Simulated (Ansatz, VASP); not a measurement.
One calculation of Pb, two programs

The input INCAR:

```
SYSTEM = Pb
ALGO = Normal
EDIFF = 1E-6
ENCUT = 500
GGA = CA
GGA_COMPAT = .False.
ISIF = 2
ISMEAR = -1
LASPH = .True.
LCHARG = .False.
LREAL = .False.
LWAVE = .False.
NBANDS = 13
NELM = 120
PREC = Accurate
SIGMA = 0.05
```

KPOINTS

```
k-points
0
Gamma
  15 15 15
  0 0 0
```

File POSCAR:

```
Pb
1.0
    0.0000000000      2.0346714690      2.0346714690
    2.0346714690      0.0000000000      2.0346714690
    2.0346714690      2.0346714690      0.0000000000
Pb
1
Direct
    0.0000000000      0.0000000000      0.0000000000
```

Input for Ansatz:

```yaml
crystal:
  lattice:
    - [0.0, 2.034671469, 2.034671469]
    - [2.034671469, 0.0, 2.034671469]
    - [2.034671469, 2.034671469, 0.0]
  atoms:
    - { symbol: Pb, position: [0.0, 0.0, 0.0] }
kpoints:
  mp_grid: { grid: [15, 15, 15] }
scf:
  occupations: { method: fermi_dirac, width: 0.05 }
hamiltonian:
  xc: lda
  pseudopotentials: { kind: paw }
output:
  forces: true
  stress: true
  eigenvalues: true
  populations: true
  write_density: true
  write_potential: true
  elf: true
  volumetric_format: npy
```

Change from the starting cell: volume scaled by 0.58, PAW files.

Alike in both runs: task single point; functional LDA; k mesh 15 × 15 × 15; occupations fermi-dirac, width 0.05 eV; no spin polarisation.

|  | VASP | Ansatz |
| --- | --- | --- |
| version | VASP 6.6.1 | Ansatz 0.2.0 |
| potentials or method | VASP PAW LDA potentials, release 64 (Pb_d) | PAW with Ansatz's default frozen-core files, scalar-relativistic |
| plane-wave cutoff (eV) | 500 | 420 |
| valence electrons in the cell | 14 | 14 |

```csv
,VASP,Ansatz,Ansatz less VASP
pressure (GPa),110.1,109.2,-0.92
```

LDA's correlation is that of Perdew and Zunger in VASP and of Perdew and Wang (1992) in Ansatz. Both programs put the cell under a high pressure, so it lies far from rest at this level.

Spin-orbit coupling is off throughout. Noted on VASP's run: the cell as given lies far from equilibrium.
